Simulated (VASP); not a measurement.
Write the native input for VASP 6.6.1 that does the following.

```
Task                   : single point
Functional             : PBE
Potentials or basis    : VASP PAW PBE potentials, release 64 (Ba_sv, Ti_sv, O_h)
Cutoff                 : 1340 eV
k mesh                 : 8 × 8 × 8
Occupations            : gaussian, width 0.02 eV
Spin                   : no spin polarisation
Dipole correction      : no
Further INCAR settings : ALGO = Normal; EDIFF = 1e-06; NBANDS = 28
```

The structure of BaTiO3 lies in POSCAR:

```
BaTiO3
1.0
    3.8986734063      0.0000000000      0.0000000000
    0.0000000000      3.8986734063      0.0000000000
    0.0000000000      0.0000000000      4.1162665584
Ba Ti O
1 1 3
Direct
    0.5000000000      0.5000000000      0.5000000000
    0.0000000000      0.0000000000      0.0000000000
    0.5000000000      0.0000000000      0.0000000000
    0.0000000000      0.5000000000      0.0000000000
    0.0000000000      0.0000000000      0.5000000000
```

This cell differs from its parent crystal: biaxial strain in the a-b plane: -3.0 %, then relaxed in part.

These files were run (other wordings do the same):

INCAR

```
ALGO = Normal ; EDIFF = 1E-6
ENCUT = 1340 ; GGA = PE
GGA_COMPAT = False ; ISIF = 2
ISMEAR = 0 ; LASPH = True
LCHARG = True ; LELF = True
LREAL = False ; LVHAR = True
LWAVE = False ; NBANDS = 28
NELM = 120 ; PREC = Accurate
SIGMA = 0.02
```

KPOINTS

```
k-points
0
Gamma
  8 8 8
```

Potentials or basis: VASP PAW PBE potentials, release 64 (Ba_sv, Ti_sv, O_h).

Launch:

```console
$ cat potpaw_PBE.64/Ba_sv/POTCAR potpaw_PBE.64/Ti_sv/POTCAR potpaw_PBE.64/O_h/POTCAR > POTCAR
$ mpirun -np 1 vasp_std > vasp.out
```

It gave:

| Quantity | Value |
| --- | --- |
| Pressure | 9.1 GPa |
| Band gap on the k mesh | 1.69 eV (least direct gap 1.86 eV) |

Caveat: the cell differs from its parent crystal (biaxial strain in the a-b plane: -3.0 %, then relaxed in part); the stress differs along the axes, from 1 to 13 GPa; spin-orbit coupling is left out, which moves the levels of the heavy elements.

Wall time 3.4 min on 1 thread of Intel(R) Xeon(R) Platinum 8559C (Emerald Rapids) (shared host), peak memory 0.72 GiB.
